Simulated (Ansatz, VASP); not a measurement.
EuS: VASP and Ansatz over several settings

```
Eu S
1.0
     0.00000    2.97850    2.97850
     2.97850    0.00000    2.97850
     2.97850    2.97850    0.00000
Eu S
1 1
Direct
  0.00000 0.00000 0.00000
  0.50000 0.50000 0.50000
```

Single points on this cell with VASP 6.6.1 and Ansatz 0.2.0. Each row is one pair of runs. Alike in all rows: spin: collinear, typed start; VASP's potentials, cutoff: VASP PAW PBE potentials, release 64 (Eu, S), 600 eV; Ansatz's potentials, cutoff: Ansatz PAW, 420 eV.

| level | k mesh | smearing | gap on the k mesh at the Fermi level (eV), VASP | gap on the k mesh at the Fermi level (eV), Ansatz | pressure (GPa), VASP | pressure (GPa), Ansatz | net moment per atom (μB), VASP | net moment per atom (μB), Ansatz |
| --- | --- | --- | --- | --- | --- | --- | --- | --- |
| RPBE | 8 × 8 × 8 | gaussian, width 0.05 eV | none | none | -0.5 | -0.2 | 3.50 | 3.50 |
| PBEsol | 8 × 8 × 8 | gaussian, width 0.05 eV | none | none | -5.7 | -5.4 | 3.49 | 3.49 |
| PBE | 11 × 11 × 11 | fermi-dirac, width 0.05 eV | none | none | -2.8 | -2.5 | 3.49 | 3.49 |

Pressure (GPa): the two programs differ by at most 0.28; net moment per atom (μB): the two programs differ by at most 0.004.

A gap of «none» marks a metal or a gap that the smearing closes.

Spin-orbit coupling is off throughout.
